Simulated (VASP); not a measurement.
A run of VASP 6.6.1 is set up as follows.

The input INCAR:

```
  ALGO = Fast
  EDIFF = 1E-6
  ENCUT = 520
  GGA = PE
  ISIF = 2
  ISMEAR = 0
  LASPH = True
  LCHARG = True
  LELF = True
  LREAL = False
  LVHAR = True
  LWAVE = False
  NBANDS = 38
  NELM = 60
  PREC = Accurate
  SIGMA = 0.1
```

File KPOINTS:

```
k-points
0
Gamma
  12 12 4
```

The input POSCAR:

```
AlRu4
1.0
    2.7502126722      0.0000000000      0.0000000000
   -1.3751063361      2.3817540399      0.0000000000
    0.0000000000      0.0000000000     10.5923267618
Al Ru
1 4
Direct
    0.0000000000      0.0000000000      0.0000000000
    0.3333333333      0.6666666667      0.1999960952
    0.6666666667      0.3333333333      0.8000039048
    0.6666666667      0.3333333333      0.4019093370
    0.3333333333      0.6666666667      0.5980906630
```

Potentials or basis: VASP PAW PBE potentials, release 64 (Al, Ru_pv).

Command:

```console
$ cat potpaw_PBE.64/Al/POTCAR potpaw_PBE.64/Ru_pv/POTCAR > POTCAR
$ mpirun -np 1 vasp_std > vasp.out
```

Question: What does it give for the largest force?

Answer: 0.007 eV/Å.

Question: What does it give for the pressure?

Answer: -0.1 GPa.

Forces in eV/Å, atoms in the order of the input:
```
Al   0.000  0.000  0.000
Ru   0.000  0.000  0.002
Ru   0.000  0.000 -0.002
Ru   0.000  0.000 -0.007
Ru   0.000  0.000  0.007
```
